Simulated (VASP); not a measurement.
A run of VASP 6.6.1:

POSCAR

```
KI
1.0
    0.0000000000      3.5442850250      3.5442850250
    3.7176005627      0.0000000000      3.5442850250
    3.7176005627      3.5442850250      0.0000000000
K I
1 1
Direct
    0.0000000000      0.0000000000      0.0000000000
    0.5000000000      0.5000000000      0.5000000000
```

The input INCAR.step1:

```
SYSTEM = KI
PREC = Accurate ; ENCUT = 520
ISMEAR = 0 ; SIGMA = 0.01
LREAL = .False. ; LASPH = .True.
NELM = 60 ; NBANDS = 15
GGA = PE ; ALGO = Normal
EDIFF = 1E-4 ; LWAVE = .True.
LCHARG = .False.
```

The input INCAR.step2:

```
SYSTEM = KI
PREC = Accurate ; ENCUT = 520
EDIFF = 1E-6 ; ISMEAR = 0
SIGMA = 0.01 ; LREAL = .False.
LASPH = .True. ; NELM = 60
ALGO = Normal ; ISIF = 2
LWAVE = .False. ; LCHARG = .True.
METAGGA = R2SCAN ; LMIXTAU = .True.
LELF = .True. ; LVHAR = .True.
NBANDS = 15 ; ISTART = 1
```

The input KPOINTS:

```
Automatic mesh
0
Gamma
  6 6 6
  0 0 0
```

Potentials or basis: VASP PAW PBE potentials, release 64 (K_sv, I).

Run with:

```sh
$ cat potpaw_PBE.64/K_sv/POTCAR potpaw_PBE.64/I/POTCAR > POTCAR
$ cp INCAR.step1 INCAR
$ mpirun -np 1 vasp_std > vasp.out
$ cp INCAR.step2 INCAR
$ mpirun -np 1 vasp_std > vasp.out
```

Hardware: 1 thread of Intel(R) Xeon(R) Platinum 8259CL CPU @ 2.50GHz (Skylake/Cascade Lake), on a shared host.

Task: How long does it take, and how much memory?

Result: Wall time 2.7 min on 1 thread of Intel(R) Xeon(R) Platinum 8259CL CPU @ 2.50GHz (Skylake/Cascade Lake) (shared host), peak memory 0.27 GiB. Counts: k points 30.
